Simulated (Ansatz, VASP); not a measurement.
**CrRu3 in VASP and in Ansatz**

File INCAR:

```
ALGO = Normal
EDIFF = 1E-6
EDIFFG = -0.04
ENCUT = 600
GGA = PE
IBRION = 2
ISIF = 3
ISMEAR = 0
ISPIN = 2
LASPH = True
LCHARG = False
LMAXMIX = 4
LORBIT = 11
LREAL = False
LWAVE = False
MAGMOM = 0.22 0 0 0
NELM = 150
NSW = 90
PREC = Accurate
SIGMA = 0.1
```

File KPOINTS:

```
k-points
0
Gamma
  6 6 6
```

File POSCAR:

```
CrRu3
1.0
    3.6711904478      0.0000000000      0.0000000000
    0.0000000000      3.6711904478      0.0000000000
    0.0000000000      0.0000000000      3.6711904478
Cr Ru
1 3
Direct
    0.0000000000      0.0000000000      0.0000000000
    0.0000000000      0.5000000000      0.5000000000
    0.5000000000      0.0000000000      0.5000000000
    0.5000000000      0.5000000000      0.0000000000
```

Input for Ansatz:

```yaml
crystal:
  lattice:
    - [3.6711904478, 0.0, 0.0]
    - [0.0, 3.6711904478, 0.0]
    - [0.0, 0.0, 3.6711904478]
  atoms:
    - { symbol: Cr, position: [0.0, 0.0, 0.0], spin: 0.22 }
    - { symbol: Ru, position: [0.0, 0.5, 0.5] }
    - { symbol: Ru, position: [0.5, 0.0, 0.5] }
    - { symbol: Ru, position: [0.5, 0.5, 0.0] }
basis:
  ecutwfc: 420
kpoints:
  mp_grid: { grid: [6, 6, 6] }
hamiltonian:
  xc: pbe
scf:
  occupations: { method: gaussian, width: 0.1 }
  lower_state_search: "off"
output:
  forces: true
  stress: true
  eigenvalues: true
  populations: true
magnetization:
  spin_polarized: true
relax:
  adjacent_minimum: "off"
  f_tol: 0.04
  max_steps: 70
  cell: { stress_tol: 0.4 }
```

Alike in both runs: task relaxation of cell and atoms; functional PBE; k mesh 6 × 6 × 6; occupations gaussian, width 0.1 eV; collinear spin.

|  | VASP | Ansatz |
| --- | --- | --- |
| version | VASP 6.6.1 | Ansatz 0.2.0 |
| potentials or method | VASP PAW PBE potentials, release 64 (Cr_pv, Ru_pv), cutoff 600 eV | scalar-relativistic, plane waves, PAW |
| valence electrons in the cell | 54 | 62 |

Ansatz gave:

* gap on the k mesh at the Fermi level, each at its own relaxed structure (eV): none
* net moment per atom (μB): 0.10
* size of the moment on the site where the two differ most (μB): 0.64
* relaxed volume (Å³/atom): 13.40
* relaxed cell length with the largest relative difference (Å): 3.770

Question: What did VASP give for the same quantities?

Answer: gap on the k mesh at the Fermi level, each at its own relaxed structure (eV): none; net moment per atom (μB): 0.00; size of the moment on the site where the two differ most (μB): 0.00; relaxed volume (Å³/atom): 13.39; relaxed cell length with the largest relative difference (Å): 3.769.

Site moments also hang on the region over which each program counts them. A gap of «none» marks a metal or a gap that the smearing closes. VASP's potentials hold 54 valence electrons a cell and Ansatz's 62, so a difference there can come from the potentials and not from the codes.
